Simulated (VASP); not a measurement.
# AlN (F-43m) in VASP: notebook

Runs on AlN. Level: LDA. Tasks: single point, relaxation of cell and atoms.

Program: VASP 6.6.1. These are calculated values, not measurements. Logs are shortened: lines on timing, memory, paths and dates and some standing lists are left out, and cuts for length are marked.

## Step 1: The cell of the first run

The structure is cubic, space group F-43m (No. 216). Conventional cell: a = 4.368 Å, b = 4.368 Å, c = 4.368 Å, α = 90.00°, β = 90.00°, γ = 90.00°. Al (site symmetry -43m) has 4 N at 1.89 Å within 2.5 Å. Within 2.5 Å of N (site symmetry -43m) lie 4 Al at 1.89 Å.

## Step 2: Single point, LDA

INCAR

```
  PREC = Accurate
  ENCUT = 600
  EDIFF = 1E-6
  ISMEAR = 0
  SIGMA = 0.1
  LREAL = F
  LASPH = T
  NELM = 120
  ALGO = Normal
  ISIF = 2
  LWAVE = F
  LCHARG = F
  GGA = CA
  NBANDS = 11
  GGA_COMPAT = F
```

KPOINTS

```
Automatic mesh
0
Gamma
  8 8 8
```

POSCAR

```
AlN
1.0
    0.0000000000      2.1839935596      2.1839935596
    2.1839935596      0.0000000000      2.1839935596
    2.1839935596      2.1839935596      0.0000000000
Al N
1 1
Direct
    0.0000000000      0.0000000000      0.0000000000
    0.7500000000      0.7500000000      0.7500000000
```

Potentials or basis: VASP PAW LDA potentials, release 64 (Al, N).

The run is started by

```console
$ cat potpaw_LDA.64/Al/POTCAR potpaw_LDA.64/N/POTCAR > POTCAR
$ mpirun -np 1 vasp_std > vasp.out
```

OUTCAR:

```text
PREC = Accurate
   ENCUT = 600
   EDIFF = 1E-6
   ISMEAR = 0
   LREAL = F
   LASPH = T
   NELM = 120
   ISIF = 2
   GGA = CA

 ion  position               nearest neighbor table
   1  0.000  0.000  0.000-   2 1.89   2 1.89   2 1.89   2 1.89
   2  0.750  0.750  0.750-   1 1.89   1 1.89   1 1.89   1 1.89

  LATTYP: Found a face centered cubic cell.
 ALAT       =     4.3679871192

  Lattice vectors:

 A1 = (   0.0000000000,   2.1839935596,   2.1839935596)
 A2 = (   2.1839935596,   0.0000000000,   2.1839935596)
 A3 = (   2.1839935596,   2.1839935596,   0.0000000000)

Analysis of symmetry for initial positions (statically):
=====================================================================
 Subroutine PRICEL returns:
 Original cell was already a primitive cell.

 Routine SETGRP: Setting up the symmetry group for a
 face centered cubic supercell.

 Subroutine GETGRP returns: Found 24 space group operations
 (whereof 24 operations were pure point group operations)
 out of a pool of 48 trial point group operations.

The static configuration has the point symmetry T_d .

Analysis of symmetry for dynamics (positions and initial velocities):
=====================================================================
 Subroutine PRICEL returns:
 Original cell was already a primitive cell.

 Routine SETGRP: Setting up the symmetry group for a
 face centered cubic supercell.

 Subroutine GETGRP returns: Found 24 space group operations
 (whereof 24 operations were pure point group operations)
 out of a pool of 48 trial point group operations.

The dynamic configuration has the point symmetry T_d .

 Subroutine INISYM returns: Found 24 space group operations
 (whereof 24 operations are pure point group operations),
 and found     1 'primitive' translations

----------------------------------------------------------------------------------------

                                     Primitive cell

  volume of cell :      20.8345

  direct lattice vectors                    reciprocal lattice vectors
     0.000000000  2.183993560  2.183993560    -0.228938404  0.228938404  0.228938404
     2.183993560  0.000000000  2.183993560     0.228938404 -0.228938404  0.228938404
     2.183993560  2.183993560  0.000000000     0.228938404  0.228938404 -0.228938404

  length of vectors
     3.088633312  3.088633312  3.088633312     0.396532948  0.396532948  0.396532948

  position of ions in fractional coordinates (direct lattice)
     0.000000000  0.000000000  0.000000000
     0.750000000  0.750000000  0.750000000

  ion indices of the primitive-cell ions
   primitive index   ion index
                 1           1
[... 85 lines left out ...]
   NUPDOWN=      -1.0000    fix difference up-down
   EMIN   =  10.00;   EMAX   =-10.00  energy-range for DOS
   EFERMI =   0.00;   METHOD = LEGACY
   ISMEAR =     0;   SIGMA  =   0.10  broadening in eV -4-tet -1-fermi 0-gaus
   EFERMI_NEDOS =   21; number of points for ismear=-14 and -15
   IALGO  =     38    algorithm
   IMIX   =      4    mixing-type and parameters
     AMIX     =   0.40;   BMIX     =  1.00
     AMIX_MAG =   1.60;   BMIX_MAG =  1.00
  volume/ion in A,a.u.               =      10.42        70.30
  Fermi-wavevector in a.u.,A,eV,Ry     =   1.189899  2.248583 19.263943  1.415860
  Thomas-Fermi vector in A             =   2.325996
   LORBIT       =      0    0 simple, 1 ext, 2 COOP (PROOUT), +10 PAW based schemes
   GGA     = CA    functional components
   LHFCALC =     F    Hartree Fock is set to
   AEXX    =    0.0000 exact exchange contribution
   IVDW    =     0    specifies the selected vdW correction
   LEPSILON=     F    determine dielectric tensor
   LRPA    =     F    only Hartree local field effects (RPA)
 non-spin polarized calculation
 Gauss-broadening in eV      SIGMA  =   0.10
  energy-cutoff  :      600.00
  volume of cell :       20.83
 maximum number of plane-waves:       725
 NGX is ok and might be reduce to    28
   NGX = 13   NGY = 13   NGZ = 13

 number of electron       8.0000000 magnetization

 Free energy of the ion-electron system (eV)
  ---------------------------------------------------
  ext. energy  EPLUGINS =         0.00000000
  ---------------------------------------------------
  free energy    TOTEN  =       -16.37334236 eV

  energy without entropy =      -16.37334236  energy(sigma->0) =      -16.37334236

 E-fermi :   6.1919     XC(G=0): -11.2662

 val. band max:        5.7080220608   @ k =   0.0000   0.0000   0.0000
 cond. band min:       8.9311813558   @ k =   0.5000   0.5000   0.0000
 fundamental gap:      3.2231592951
 Fermi energy:         6.1919441830

 k-point     1 :       0.0000    0.0000    0.0000
  band No.  band energies     occupation
      1      -9.1154      2.00000
      2       5.7080      2.00000
      3       5.7080      2.00000
      4       5.7080      2.00000
      5       9.9427      0.00000
      6      18.0421      0.00000
      7      18.0421      0.00000
      8      18.0421      0.00000
      9      23.2320      0.00000
     10      23.2320      0.00000
     11      24.6162      0.00000
[... 309 lines left out ...]
 k-point    24 :      -0.3750    0.2500    0.1250
  band No.  band energies     occupation
      1      -6.6632      2.00000
      2       0.5156      2.00000
      3       3.4605      2.00000
      4       4.5757      2.00000
      5      12.7026      0.00000
      6      14.8302      0.00000
      7      17.6979      0.00000
      8      18.2056      0.00000
      9      22.6356      0.00000
     10      24.2598      0.00000
     11      27.5229      0.00000

 [... further k-points ...]

------------------------ aborting loop because EDIFF is reached ----------------------------------------

  FORCE on cell =-STRESS in cart. coord.  units (eV):
  Direction    XX          YY          ZZ          XY          YZ          ZX
  --------------------------------------------------------------------------------------
  -------------------------------------------------------------------------------------
  Total       -0.4049765     -0.4049765     -0.4049765     -0.0000000      0.0000000     -0.0000000
  in kB      -31.1427034    -31.1427034    -31.1427034     -0.0000000      0.0000000     -0.0000000
  external PRESSURE =     -31.1427034 kB  Pullay stress =       0.0000000 kB

 VOLUME and BASIS-vectors are now :
 -----------------------------------------------------------------------------
  energy-cutoff  :      600.00
  volume of cell :       20.83
      direct lattice vectors                 reciprocal lattice vectors
     0.000000000  2.183993560  2.183993560    -0.228938404  0.228938404  0.228938404
     2.183993560  0.000000000  2.183993560     0.228938404 -0.228938404  0.228938404
     2.183993560  2.183993560  0.000000000     0.228938404  0.228938404 -0.228938404

 POSITION                                       TOTAL-FORCE (eV/Angst)
 -----------------------------------------------------------------------------------
      0.00000      0.00000      0.00000        -0.000000     -0.000000     -0.000000
      3.27599      3.27599      3.27599         0.000000      0.000000      0.000000
 -----------------------------------------------------------------------------------
    total drift:                                0.000000      0.000000      0.000000

  FREE ENERGIE OF THE ION-ELECTRON SYSTEM (eV)
  ---------------------------------------------------
  free  energy   TOTEN  =       -16.3733423569 eV

  energy  without entropy=      -16.3733423569  energy(sigma->0) =      -16.37334236
```

OSZICAR:

```text
N       E                     dE             d eps       ncg     rms          rms(c)
DAV:   1     0.109189079397E+02    0.10919E+02   -0.41162E+03   638   0.677E+02
DAV:   2    -0.180450289613E+02   -0.28964E+02   -0.27600E+02   755   0.134E+02
DAV:   3    -0.188976662591E+02   -0.85264E+00   -0.85142E+00   796   0.216E+01
DAV:   4    -0.189014023584E+02   -0.37361E-02   -0.37359E-02   716   0.172E+00
DAV:   5    -0.189014347192E+02   -0.32361E-04   -0.32361E-04   782   0.151E-01    0.865E+00
DAV:   6    -0.164454606681E+02    0.24560E+01   -0.12771E+01   704   0.175E+01    0.293E+00
DAV:   7    -0.164028213292E+02    0.42639E-01   -0.10643E-01   728   0.265E+00    0.194E+00
DAV:   8    -0.163739685129E+02    0.28853E-01   -0.32477E-02   719   0.161E+00    0.410E-01
DAV:   9    -0.163733306892E+02    0.63782E-03   -0.21618E-03   749   0.286E-01    0.187E-01
DAV:  10    -0.163733461185E+02   -0.15429E-04   -0.12637E-04   724   0.803E-02    0.535E-02
DAV:  11    -0.163733423965E+02    0.37220E-05   -0.34911E-06   746   0.155E-02    0.103E-02
DAV:  12    -0.163733423569E+02    0.39554E-07   -0.79785E-08   403   0.215E-03
   1 F= -.16373342E+02 E0= -.16373342E+02  d E =-.233505E-13
```

Run time: 13 s. Hardware: 1 thread of Intel Xeon 8259CL, shared host; peak memory 0.13 GiB.

Results:

| Quantity | Value |
| --- | --- |
| Free energy | -16.3733 eV |
| Pressure | -3.1 GPa |
| Band gap on the k mesh | 3.22 eV (least direct gap 4.23 eV) |

Caveat: the cell stands under tension. A k mesh can miss the band edges.

## Step 3: Single point, LDA

This run uses another cell than the first one, of 9.84 Å³/atom.

INCAR

```
PREC     = Accurate       # precision mode
ENCUT    = 600            # plane-wave cutoff, eV
EDIFF    = 1E-6           # SCF threshold, eV
ISMEAR   = 0              # smearing method
SIGMA    = 0.01           # smearing width, eV
LREAL    = False          # projectors in reciprocal space
LASPH    = True           # aspherical terms in the spheres
NELM     = 120            # most SCF steps
ALGO     = Normal         # electronic algorithm
ISIF     = 2              # what is computed and relaxed
LWAVE    = False          # write WAVECAR
LCHARG   = False          # write CHGCAR
GGA      = CA             # functional
NBANDS   = 11             # bands
GGA_COMPAT= False
```

KPOINTS

```
regular mesh
0
Gamma
  10 10 10
```

POSCAR

```
AlN
1.0
    0.0000000000      2.1426341220      2.1426341220
    2.1426341220      0.0000000000      2.1426341220
    2.1426341220      2.1426341220      0.0000000000
Al N
1 1
Direct
    0.0000000000      0.0000000000      0.0000000000
    0.7500000000      0.7500000000      0.7500000000
```

Potentials or basis: VASP PAW LDA potentials, release 64 (Al, N).

The run is started by

```console
$ cat potpaw_LDA.64/Al/POTCAR potpaw_LDA.64/N/POTCAR > POTCAR
$ mpirun -np 1 vasp_std > vasp.out
```

Run time: 12 s. Hardware: 1 thread of Intel Xeon 8259CL, shared host; peak memory 0.13 GiB.

It converged, with:

* Free energy: -16.3504 eV
* Pressure: 9.7 GPa
* Band gap on the k mesh: 3.25 eV (least direct gap 4.76 eV)

Levels at points of the mesh, in eV from the valence-band top:
```tsv
k point	band 1	band 2	band 3	band 4	band 5	band 6	band 7	band 8
(0.00, 0.00, 0.00)	-15.17	0.00	0.00	0.00	4.76	12.91	12.91	12.91
(0.50, 0.00, 0.00)	-12.87	-6.16	-0.49	-0.49	7.79	10.16	11.32	11.32
(0.50, 0.50, 0.00)	-12.15	-5.14	-1.85	-1.85	3.25	8.76	14.54	16.20
```

Caveat: the cell stands under pressure. A k mesh can miss the band edges.

## Step 4: Relaxation of cell and atoms, LDA, target pressure 9 GPa, at which the enthalpy is minimised

This run uses another cell than the first one, of 10.23 Å³/atom.

INCAR

```
SYSTEM = AlN
PREC = Accurate
ENCUT = 600
EDIFF = 1E-7
ISMEAR = 0
SIGMA = 0.01
LREAL = .False.
LASPH = .True.
NELM = 120
ALGO = Normal
ISIF = 3
LWAVE = .False.
LCHARG = .False.
GGA = CA
IBRION = 2
NSW = 80
EDIFFG = -0.001
PSTRESS = 90.0
GGA_COMPAT = .False.
NELMIN = 4
```

KPOINTS

```
regular mesh
0
Gamma
  10 10 10
  0 0 0
```

POSCAR

```
AlN
1.0
    0.0000000000      2.1711406866      2.1711406866
    2.1711406866      0.0000000000      2.1711406866
    2.1711406866      2.1711406866      0.0000000000
Al N
1 1
Direct
    0.0000000000      0.0000000000      0.0000000000
    0.7500000000      0.7500000000      0.7500000000
```

The run is started by

```console
$ cat potpaw_LDA.64/Al/POTCAR potpaw_LDA.64/N/POTCAR > POTCAR
$ mpirun -np 1 vasp_std > vasp.out
```

It took 44 s on 1 thread of Intel Xeon 8259CL, shared host; peak memory 0.14 GiB.

It converged, with:

```
Free energy                                                : -16.3545 eV
Relaxed volume                                             : 9.86 Å³/atom
Relaxed cell                                               : a = 3.033 Å, b = 3.033 Å, c = 3.033 Å, α = 60.00°, β = 60.00°, γ = 60.00°
Space group after relaxing (to 0.1 Å)                      : F-43m (No. 216)
Energy change on relaxing (the run minimises the enthalpy) : +10.8 meV/atom
Ionic steps                                                : 6
Pressure after relaxing                                    : 9.0 GPa
Band gap on the k mesh                                     : 3.25 eV (least direct gap 4.73 eV)
```

The path:
```tsv
step	energy change (eV)	largest force (eV/Å)	pressure (GPa)	volume (Å³)
1	0.0000	0.0000	0.55	20.47
2	0.0951	0.0000	20.24	18.91
3	0.0212	0.0000	8.92	19.73
4	0.0220	0.0000	9.10	19.72
5	0.0211	0.0000	8.90	19.73
6	0.0215	0.0000	9.00	19.73
```

Final structure:
```yaml
crystal:
  lattice:
    - [0.00000, 2.14459, 2.14459]
    - [2.14459, 0.00000, 2.14459]
    - [2.14459, 2.14459, 0.00000]
  atoms:
    - { symbol: Al, position: [0.00000, 0.00000, 0.00000] }
    - { symbol: N, position: [0.75000, 0.75000, 0.75000] }
```

Levels at points of the mesh, in eV from the valence-band top:
```csv
k point,band 1,band 2,band 3,band 4,band 5,band 6,band 7,band 8
"(0.00, 0.00, 0.00)",-15.15,0.00,0.00,0.00,4.73,12.88,12.88,12.88
"(0.50, 0.00, 0.00)",-12.86,-6.14,-0.49,-0.49,7.77,10.14,11.30,11.30
"(0.50, 0.50, 0.00)",-12.15,-5.13,-1.85,-1.85,3.25,8.74,14.51,16.17
```

Caveat: the cell is relaxed towards a set pressure, so the run minimises the enthalpy, not the energy.

## Step 5: Overview

| task | cell | k mesh | smearing | gap on the mesh (eV) | pressure (GPa) |
| --- | --- | --- | --- | --- | --- |
| single point | a = 3.089 Å, angles 60.0°, 2 atoms | 8 × 8 × 8 | gaussian 0.1 eV | 3.22 | -3.1 |
| single point | a = 3.030 Å, angles 60.0°, 2 atoms | 10 × 10 × 10 | gaussian 0.01 eV | 3.25 | 9.7 |
| relaxation of cell and atoms | relaxed to 9 GPa from a = 3.070 Å, angles 60.0°, 2 atoms | 10 × 10 × 10 | gaussian 0.01 eV | 3.25 | 9.0 |

Alike in all rows: level LDA; potentials or basis VASP PAW LDA potentials, release 64 (Al, N); no spin polarisation; cutoff (eV) 600.

Caveats: the cell stands under tension (at least some runs); the cell stands under pressure (at least some runs); the cell is relaxed towards a set pressure, so the run minimises the enthalpy, not the energy (at least some runs).

Absolute energies hang on the potentials; compare differences alone.
